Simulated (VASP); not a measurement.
ZnSn2N2: single point with RPBE

ZnSn2N2:

```
Zn Sn N
1.0
     3.38675    0.00000    0.00000
     0.00000    3.38675    0.00000
     0.00000    0.00000    8.13771
Zn Sn N
1 2 2
Cartesian
  0.0000 0.0000 0.0000
  1.6934 1.6934 5.6646
  1.6934 1.6934 2.4731
  1.6934 0.0000 1.1829
  0.0000 1.6934 6.9548
```

```yaml
Program: VASP 6.6.1
Task: single point
Functional: RPBE
Potentials_or_basis: VASP PAW PBE potentials, release 64 (Zn, Sn_d, N)
Cutoff: 520 eV
k_mesh: 7 × 7 × 3
Occupations: fermi-dirac, width 0.05 eV
Spin: no spin polarisation
```

```yaml
Pressure: 0.2 GPa
Largest_force: 0.021 eV/Å
Band_gap_on_the_k_mesh: zero (bands 25 and 26 overlap by 1.12 eV)
```

Forces in eV/Å, atoms in the order of the input:
```
Zn   0.000  0.000  0.000
Sn   0.000  0.000 -0.018
Sn   0.000  0.000  0.018
N    0.000  0.000  0.021
N    0.000  0.000 -0.021
```

Levels at points of the mesh, in eV from the Fermi level:
| k point | band 22 | band 23 | band 24 | band 25 | band 26 | band 27 | band 28 | band 29 |
| --- | --- | --- | --- | --- | --- | --- | --- | --- |
| (0.00, 0.00, 0.00) | -2.61 | -1.09 | -1.09 | 0.35 | 0.69 | 3.20 | 5.51 | 5.51 |

It took 35 s on 1 thread of Intel(R) Xeon(R) 6975P-C (Granite Rapids), on a shared host, peak memory 0.24 GiB.

Caveat: the PAW data sets were made with another functional, which shifts forces and pressure a little; spin-orbit coupling is left out, which moves the levels of the heavy elements.
